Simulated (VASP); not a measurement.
A run of VASP 6.6.1:

File INCAR:

```
SYSTEM = CdS
AGGAC = 1.0
AGGAX = 1.0
ALDAC = 0.0
ALDAX = 1.0
ALGO = Normal
EDIFF = 1E-7
ENCUT = 520
GGA = B5
ISIF = 2
ISMEAR = -1
LASPH = .True.
LCHARG = .False.
LREAL = .False.
LWAVE = .False.
NBANDS = 16
NELM = 60
PREC = Accurate
SIGMA = 0.05
```

File KPOINTS:

```
k-points
0
Gamma
  8 8 8
  0 0 0
```

File POSCAR:

```
CdS
1.0
    0.0000000000      3.0191420657      3.0191420657
    3.0191420657      0.0000000000      3.0191420657
    3.0191420657      3.0191420657      0.0000000000
Cd S
1 1
Direct
    0.0000000000      0.0000000000      0.0000000000
    0.7500000000      0.7500000000      0.7500000000
```

Potentials or basis: VASP PAW PBE potentials, release 64 (Cd, S).

Command:

```sh
$ cat potpaw_PBE.64/Cd/POTCAR potpaw_PBE.64/S/POTCAR > POTCAR
$ mpirun -np 1 vasp_std > vasp.out
```

Hardware: 1 thread of Intel(R) Xeon(R) Platinum 8559C (Emerald Rapids) (shared host).

**Question.** Estimate the wall time of this run.

**Answer.** It took 18 s on 1 thread of Intel(R) Xeon(R) Platinum 8559C (Emerald Rapids), with other jobs on the host, peak memory 0.18 GiB. Counts: scf iterations 13, k points 29.
